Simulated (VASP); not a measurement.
# Al (Fm-3m) in VASP: notebook

The runs below take Al through single point, relaxation of cell and atoms, with LDA.

All numbers are computed with VASP 6.6.1; they aren't measurements. Logs are shortened: lines on timing, memory, paths and dates and some standing lists are left out, and cuts for length are marked.

**1. The cell of the first run**

It takes space group Fm-3m (No. 225, cubic). Conventional cell: a = 3.984 Å, b = 3.984 Å, c = 3.984 Å, α = 90.00°, β = 90.00°, γ = 90.00°. Al (site symmetry m-3m) has 12 Al at 2.82 Å within 3.7 Å.

**2. Single point, LDA**

INCAR

```
ALGO = Normal
EDIFF = 1E-6
ENCUT = 520
ISIF = 2
ISMEAR = 0
LASPH = T
LCHARG = T
LELF = T
LREAL = F
LVHAR = T
LWAVE = F
NBANDS = 8
NELM = 80
PREC = Accurate
SIGMA = 0.1
```

KPOINTS

```
k-points
0
Gamma
  18 18 18
```

POSCAR

```
Al
1.0
    0.0000000000      1.9918089539      1.9918089539
    1.9918089539      0.0000000000      1.9918089539
    1.9918089539      1.9918089539      0.0000000000
Al
1
Direct
    0.0000000000      0.0000000000      0.0000000000
```

Potentials or basis: VASP PAW LDA potentials, release 64 (Al).

Run with:

```console
> cat potpaw_LDA.64/Al/POTCAR > POTCAR
> mpirun -np 1 vasp_std > vasp.out
```

OUTCAR:

```text
EDIFF = 1E-6
   ENCUT = 520
   ISIF = 2
   ISMEAR = 0
   LASPH = T
   LREAL = F
   NELM = 80
   PREC = Accurate

 ion  position               nearest neighbor table
   1  0.000  0.000  0.000-

  LATTYP: Found a face centered cubic cell.
 ALAT       =     3.9836179078

  Lattice vectors:

 A1 = (   0.0000000000,   1.9918089539,   1.9918089539)
 A2 = (   1.9918089539,   0.0000000000,   1.9918089539)
 A3 = (   1.9918089539,   1.9918089539,   0.0000000000)

Analysis of symmetry for initial positions (statically):
=====================================================================
 Subroutine PRICEL returns:
 Original cell was already a primitive cell.

 Routine SETGRP: Setting up the symmetry group for a
 face centered cubic supercell.

 Subroutine GETGRP returns: Found 48 space group operations
[... 9 lines left out ...]

 Routine SETGRP: Setting up the symmetry group for a
 face centered cubic supercell.

 Subroutine GETGRP returns: Found 48 space group operations
[... 11 lines left out ...]
                                     Primitive cell

  volume of cell :      15.8042

  direct lattice vectors                    reciprocal lattice vectors
     0.000000000  1.991808954  1.991808954    -0.251028091  0.251028091  0.251028091
     1.991808954  0.000000000  1.991808954     0.251028091 -0.251028091  0.251028091
     1.991808954  1.991808954  0.000000000     0.251028091  0.251028091 -0.251028091

  length of vectors
     2.816843236  2.816843236  2.816843236     0.434793408  0.434793408  0.434793408

  position of ions in fractional coordinates (direct lattice)
     0.000000000  0.000000000  0.000000000

  ion indices of the primitive-cell ions
   primitive index   ion index
                 1           1

----------------------------------------------------------------------------------------

 KPOINTS: k-points

Automatic generation of k-mesh.
 Grid dimensions read from file:
 generate k-points for:   18   18   18

 Generating k-lattice:

  Cartesian coordinates                     Fractional coordinates (reciprocal lattice)
    -0.013946005  0.013946005  0.013946005     0.055555556  0.000000000  0.000000000
     0.013946005 -0.013946005  0.013946005     0.000000000  0.055555556  0.000000000
     0.013946005  0.013946005 -0.013946005     0.000000000  0.000000000  0.055555556

  Length of vectors
     0.024155189  0.024155189  0.024155189

  Shift w.r.t. Gamma in fractional coordinates (k-lattice)
     0.000000000  0.000000000  0.000000000

 Subroutine IBZKPT returns following result:
 ===========================================

 Found    195 irreducible k-points:

 Following reciprocal coordinates:
            Coordinates               Weight
  0.000000  0.000000  0.000000      1.000000
  0.055556  0.000000  0.000000      8.000000
  0.111111  0.000000  0.000000      8.000000
  0.166667  0.000000  0.000000      8.000000
  0.222222  0.000000  0.000000      8.000000
  0.277778  0.000000  0.000000      8.000000
[... 16 lines left out ...]
 -0.277778  0.055556  0.000000     24.000000
 -0.222222  0.055556  0.000000     24.000000
 [... further k-points ...]
   k-points           NKPTS =    195   k-points in BZ     NKDIM =    195   number of bands    NBANDS=      8
   number of dos      NEDOS =    301   number of ions     NIONS =      1
   total plane-waves  NPLWV =  13824
   dimension x,y,z NGX =    24 NGY =   24 NGZ =   24
   dimension x,y,z NGXF=    48 NGYF=   48 NGZF=   48
   ions per type =               1
   NGX,Y,Z   is equivalent  to a cutoff of  14.16, 14.16, 14.16 a.u.
   NGXF,Y,Z  is equivalent  to a cutoff of  28.33, 28.33, 28.33 a.u.
 SYSTEM =  unknown system
   PREC   = accura    normal or accurate (medium, high low for compatibility)
   ISTART =      0    job   : 0-new  1-cont  2-samecut
   ICHARG =      2    charge: 1-file 2-atom 10-const
   ISPIN  =      1    spin polarized calculation?
   LNONCOLLINEAR =      F non collinear calculations
   LSORBIT =      F    spin-orbit coupling
   LASPH  =      T    aspherical Exc in radial PAW
   ENCUT  =  520.0 eV  38.22 Ry    6.18 a.u.   5.24  5.24  5.24*2*pi/ulx,y,z
   NELM   =     80;   NELMIN=  2; NELMDL= -5     # of ELM steps
   EDIFF  = 0.1E-05   stopping-criterion for ELM
   LREAL  =      F    real-space projection
   EDIFFG = 0.1E-04   stopping-criterion for IOM
   NSW    =      0    number of steps for IOM
   IBRION =     -1    ionic relax: 0-MD 1-quasi-New 2-CG
   NFREE  =      0    steps in history (QN), initial steepest desc. (CG)
   ISIF   =      2    stress and relaxation
   ISYM   =      2    0-nonsym 1-usesym 2-fastsym
   POTIM  = 0.5000    time-step for ionic-motion
   TEBEG  =    0.0;   TEEND  =   0.0 temperature during run
   PSTRESS=    0.0 pullay stress
   NELECT =       3.0000    total number of electrons
   NUPDOWN=      -1.0000    fix difference up-down
   EMIN   =  10.00;   EMAX   =-10.00  energy-range for DOS
   EFERMI =   0.00;   METHOD = LEGACY
   ISMEAR =     0;   SIGMA  =   0.10  broadening in eV -4-tet -1-fermi 0-gaus
   EFERMI_NEDOS =   21; number of points for ismear=-14 and -15
   IALGO  =     38    algorithm
   IMIX   =      4    mixing-type and parameters
     AMIX     =   0.40;   BMIX     =  1.00
     AMIX_MAG =   1.60;   BMIX_MAG =  1.00
  volume/ion in A,a.u.               =      15.80       106.65
  Fermi-wavevector in a.u.,A,eV,Ry     =   0.940858  1.777964 12.044073  0.885214
  Thomas-Fermi vector in A             =   2.068312
   LORBIT       =      0    0 simple, 1 ext, 2 COOP (PROOUT), +10 PAW based schemes
   GGA     = CA    functional components
   LHFCALC =     F    Hartree Fock is set to
   AEXX    =    0.0000 exact exchange contribution
   IVDW    =     0    specifies the selected vdW correction
   LEPSILON=     F    determine dielectric tensor
   LRPA    =     F    only Hartree local field effects (RPA)
 non-spin polarized calculation
 Gauss-broadening in eV      SIGMA  =   0.10
  energy-cutoff  :      520.00
  volume of cell :       15.80
 maximum number of plane-waves:       444
 NGX is ok and might be reduce to    24
   NGX = 11   NGY = 11   NGZ = 11

 number of electron       3.0000000 magnetization

 Free energy of the ion-electron system (eV)
  ---------------------------------------------------
  ext. energy  EPLUGINS =         0.00000000
  ---------------------------------------------------
  free energy    TOTEN  =        -4.19014928 eV

  energy without entropy =       -4.18716131  energy(sigma->0) =       -4.18865530

 E-fermi :   8.2371     XC(G=0): -10.5040

 val. band max:        8.2189912795   @ k =  -0.2778   0.2778   0.0556
 cond. band min:       8.2440744870   @ k =  -0.4444   0.3333   0.1111
 fundamental gap:      0.0250832076
 Fermi energy:         8.2371077963

 k-point     1 :       0.0000    0.0000    0.0000
  band No.  band energies     occupation
      1      -3.1544      2.00000
      2      21.0520      0.00000
      3      21.0520      0.00000
      4      21.0520      0.00000
      5      22.7072      0.00000
      6      22.7072      0.00000
      7      22.7072      0.00000
      8      25.1743      0.00000

 k-point     2 :       0.0556    0.0000    0.0000
  band No.  band energies     occupation
      1      -3.0683      2.00000
      2      19.5490      0.00000
      3      20.7580      0.00000
      4      20.7580      0.00000
      5      23.1342      0.00000
      6      23.1342      0.00000
      7      23.2790      0.00000
      8      26.0514      0.00000

 k-point     3 :       0.1111    0.0000    0.0000
  band No.  band energies     occupation
      1      -2.8102      2.00000
      2      17.2972      0.00000
      3      20.2572      0.00000
      4      20.2572      0.00000
      5      23.3629      0.00000
      6      24.0032      0.00000
      7      24.0032      0.00000
      8      26.4596      0.00000

 k-point     4 :       0.1667    0.0000    0.0000
  band No.  band energies     occupation
      1      -2.3812      2.00000
      2      15.0206      0.00000
      3      19.8140      0.00000
      4      19.8140      0.00000
      5      23.2079      0.00000
      6      24.5945      0.00000
      7      24.5945      0.00000
      8      25.8298      0.00000

 k-point     5 :       0.2222    0.0000    0.0000
  band No.  band energies     occupation
      1      -1.7829      2.00000
      2      12.8179      0.00000
      3      19.4868      0.00000
      4      19.4868      0.00000
      5      23.0400      0.00000
      6      23.7921      0.00000
      7      23.7921      0.00000
      8      26.8000      0.00000

 k-point     6 :       0.2778    0.0000    0.0000
  band No.  band energies     occupation
      1      -1.0176      2.00000
      2      10.7225      0.00000
      3      19.2914      0.00000
      4      19.2914      0.00000
      5      22.7839      0.00000
      6      22.7839      0.00000
      7      22.9430      0.00000
      8      26.9990      0.00000

 k-point     7 :       0.3333    0.0000    0.0000
  band No.  band energies     occupation
      1      -0.0881      2.00000
      2       8.7509      0.00000
      3      19.2339      0.00000
      4      19.2339      0.00000
      5      21.8660      0.00000
      6      21.8660      0.00000
      7      22.9591      0.00000
      8      26.0436      0.00000

 k-point     8 :       0.3889    0.0000    0.0000
  band No.  band energies     occupation
      1       1.0024      2.00000
      2       6.9131      2.00000
      3      19.3169      0.00000
      4      19.3169      0.00000
      5      21.0754      0.00000
      6      21.0754      0.00000
      7      23.1104      0.00000
      8      25.1892      0.00000

 k-point     9 :       0.4444    0.0000    0.0000
  band No.  band energies     occupation
      1       2.2486      2.00000
      2       5.2175      2.00000
      3      19.5416      0.00000
      4      19.5416      0.00000
      5      20.4231      0.00000
      6      20.4231      0.00000
      7      23.4063      0.00000
      8      24.4596      0.00000

 k-point    10 :       0.5000    0.0000    0.0000
  band No.  band energies     occupation
      1       3.5237      2.00000
      2       3.7924      2.00000
      3      19.8785      0.00000
      4      19.8785      0.00000
      5      19.9432      0.00000
      6      19.9432      0.00000
      7      23.7844      0.00000
      8      23.9350      0.00000
[... 78 lines left out ...]
 k-point    18 :       0.4444    0.0556    0.0000
  band No.  band energies     occupation
      1       1.8900      2.00000
      2       5.8375      2.00000
      3      18.3404      0.00000
      4      18.9389      0.00000
      5      19.7996      0.00000
      6      21.8633      0.00000
      7      24.2363      0.00000
      8      25.2873      0.00000

 k-point    19 :       0.5000    0.0556    0.0000
  band No.  band energies     occupation
      1       3.2277      2.00000
      2       4.2502      2.00000
      3      18.3731      0.00000
      4      18.6608      0.00000
      5      20.1310      0.00000
      6      21.3079      0.00000
      7      24.5656      0.00000
      8      24.7157      0.00000

 k-point    20 :      -0.4444    0.0556    0.0000
  band No.  band energies     occupation
      1       2.7694      2.00000
      2       4.7584      2.00000
      3      17.9505      0.00000
      4      19.1259      0.00000
      5      20.6104      0.00000
      6      20.8927      0.00000
      7      24.1647      0.00000
      8      25.1531      0.00000

 k-point    21 :      -0.3889    0.0556    0.0000
  band No.  band energies     occupation
      1       1.4747      2.00000
      2       6.4020      2.00000
      3      17.6744      0.00000
      4      19.7350      0.00000
      5      20.6190      0.00000
      6      21.2329      0.00000
      7      23.8247      0.00000
      8      25.8069      0.00000

 k-point    22 :      -0.3333    0.0556    0.0000
  band No.  band energies     occupation
      1       0.3324      2.00000
      2       8.1911      1.48430
      3      17.5453      0.00000
      4      20.4476      0.00000
      5      20.5246      0.00000
      6      21.9923      0.00000
      7      23.6272      0.00000
      8      26.5740      0.00000

 k-point    23 :      -0.2778    0.0556    0.0000
  band No.  band energies     occupation
      1      -0.6507      2.00000
      2      10.1155      0.00000
      3      17.5630      0.00000
      4      20.4845      0.00000
      5      21.3811      0.00000
      6      22.8726      0.00000
      7      23.5715      0.00000
      8      27.3787      0.00000

 k-point    24 :      -0.2222    0.0556    0.0000
  band No.  band energies     occupation
      1      -1.4706      2.00000
      2      12.1645      0.00000
      3      17.7271      0.00000
      4      20.6209      0.00000
      5      22.3902      0.00000
      6      23.5549      0.00000
      7      23.9361      0.00000
      8      26.1647      0.00000

 [... further k-points ...]
[... 5 lines left out ...]
  --------------------------------------------------------------------------------------
  -------------------------------------------------------------------------------------
  Total        0.0068961      0.0068961      0.0068961     -0.0000000     -0.0000000      0.0000000
  in kB        0.6991065      0.6991065      0.6991065     -0.0000000     -0.0000000      0.0000000
  external PRESSURE =       0.6991065 kB  Pullay stress =       0.0000000 kB

 VOLUME and BASIS-vectors are now :
 -----------------------------------------------------------------------------
  energy-cutoff  :      520.00
  volume of cell :       15.80
      direct lattice vectors                 reciprocal lattice vectors
     0.000000000  1.991808954  1.991808954    -0.251028091  0.251028091  0.251028091
     1.991808954  0.000000000  1.991808954     0.251028091 -0.251028091  0.251028091
     1.991808954  1.991808954  0.000000000     0.251028091  0.251028091 -0.251028091

 POSITION                                       TOTAL-FORCE (eV/Angst)
 -----------------------------------------------------------------------------------
      0.00000      0.00000      0.00000         0.000000      0.000000      0.000000
 -----------------------------------------------------------------------------------
    total drift:                                0.000000     -0.000000      0.000000

  FREE ENERGIE OF THE ION-ELECTRON SYSTEM (eV)
  ---------------------------------------------------
  free  energy   TOTEN  =        -4.1901492839 eV

  energy  without entropy=       -4.1871613119  energy(sigma->0) =       -4.18865530
```

Run time: 30 s. Hardware: 1 thread of AMD EPYC 7R43 (Zen 3), shared host; peak memory 0.1 GiB.

Results:

| Item | Value |
| --- | --- |
| Free energy | -4.1901 eV |
| Pressure | 0.1 GPa |

Levels at points of the mesh, in eV from the Fermi level:
| k point | band 1 | band 2 | band 3 | band 4 |
| --- | --- | --- | --- | --- |
| (0.00, 0.00, 0.00) | -11.39 | 12.81 | 12.81 | 12.81 |
| (0.50, 0.00, 0.00) | -4.71 | -4.44 | 11.64 | 11.64 |
| (0.50, 0.50, 0.00) | -2.99 | -1.61 | 5.31 | 5.75 |

**3. Relaxation of cell and atoms, LDA**

This run uses another cell than the first one, of 16.58 Å³/atom, 1.049 times its volume.

INCAR

```
ALGO = Normal
EDIFF = 1E-7
EDIFFG = -0.005
ENCUT = 600
IBRION = 2
ISIF = 3
ISMEAR = 0
LASPH = True
LCHARG = False
LREAL = False
LWAVE = False
NELM = 60
NSW = 100
PREC = Accurate
SIGMA = 0.1
```

KPOINTS is that of step 2.

POSCAR

```
Al
1.0
    0.0000000000      2.0239800000      2.0239800000
    2.0239800000      0.0000000000      2.0239800000
    2.0239800000      2.0239800000      0.0000000000
Al
1
Direct
    0.0000000000      0.0000000000      0.0000000000
```

Potentials or basis: VASP PAW LDA potentials, release 64 (Al).

Run with:

```console
> cat potpaw_LDA.64/Al/POTCAR > POTCAR
> mpirun -np 1 vasp_std > vasp.out
```

Wall time 39 s (1 thread of AMD EPYC 7R43 (Zen 3), shared host); peak memory 0.1 GiB.

Results (log left out):

| Item | Value |
| --- | --- |
| Free energy | -4.1902 eV |
| Relaxed volume | 15.82 Å³/atom |
| Relaxed cell | a = 2.818 Å, b = 2.818 Å, c = 2.818 Å, α = 60.00°, β = 60.00°, γ = 60.00° |
| Space group after relaxing (to 0.05 Å) | Fm-3m (No. 225) |
| Energy gained by relaxing | 8.7 meV/atom |
| Ionic steps | 3 |
| Pressure after relaxing | 0.0 GPa |

Step by step:
```
step  energy change (eV)  largest force (eV/Å)  pressure (GPa)  volume (Å³)
   1              0.0000                0.0000           -3.51        16.58
   2             -0.0086                0.0000            0.49        15.72
   3             -0.0087                0.0000            0.00        15.82
```

Final structure:
```
Al
1.0
     0.00000    1.99237    1.99237
     1.99237    0.00000    1.99237
     1.99237    1.99237    0.00000
Al
1
Direct
  0.00000 0.00000 0.00000
```

Levels at points of the mesh, in eV from the Fermi level:
| k point | band 1 | band 2 | band 3 | band 4 | band 5 |
| --- | --- | --- | --- | --- | --- |
| (0.00, 0.00, 0.00) | -11.39 | 12.81 | 12.81 | 12.81 | 14.46 |
| (0.50, 0.00, 0.00) | -4.71 | -4.44 | 11.64 | 11.64 | 11.70 |
| (0.50, 0.50, 0.00) | -2.99 | -1.61 | 5.31 | 5.74 | 5.74 |
